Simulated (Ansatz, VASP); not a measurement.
## One calculation of Zn, two programs

```
Zn
1.0
     3.17868    1.83521    6.60458
    -3.17868    1.83521    6.60458
     0.00000   -3.67042    6.60458
Zn
12
Direct
  0.03945 0.60031 0.03945
  0.03945 0.03945 0.60031
  0.60031 0.03945 0.03945
  0.96055 0.39969 0.96055
  0.39969 0.96055 0.96055
  0.96055 0.96055 0.39969
  0.23117 0.61970 0.23117
  0.23117 0.23117 0.61970
  0.61970 0.23117 0.23117
  0.76883 0.38030 0.76883
  0.38030 0.76883 0.76883
  0.76883 0.76883 0.38030
```

Alike in both runs: functional r2SCAN; k mesh 3 × 3 × 3; occupations gaussian, width 0.1 eV; no spin polarisation.

Ansatz relaxed the structure, and its values are those at the end. VASP's run is a single point on that final structure, the one shown.

|  | VASP | Ansatz |
| --- | --- | --- |
| version | VASP 6.6.1 | Ansatz 0.2.0 |
| potentials or method | VASP PAW PBE potentials, release 64 (Zn), cutoff 520 eV | scalar-relativistic, plane waves, PAW |
| valence electrons in the cell | 144 | 144 |

|  | VASP | Ansatz | Ansatz less VASP |
| --- | --- | --- | --- |
| gap on the k mesh at the Fermi level (eV) | none | none | - |
| pressure (GPa) | 0.3 | 0.0 | -0.32 |
| rms of the force components (eV/Å) | 0.011 | 0.012 | +0.0007 |

VASP's potentials were made for PBE, not for r2SCAN. A gap of «none» marks a metal or a gap that the smearing closes. With one functional, cell and mesh, what is left measures potentials, basis and numerics.

The k mesh is coarse, so the values compare programs but aren't converged.
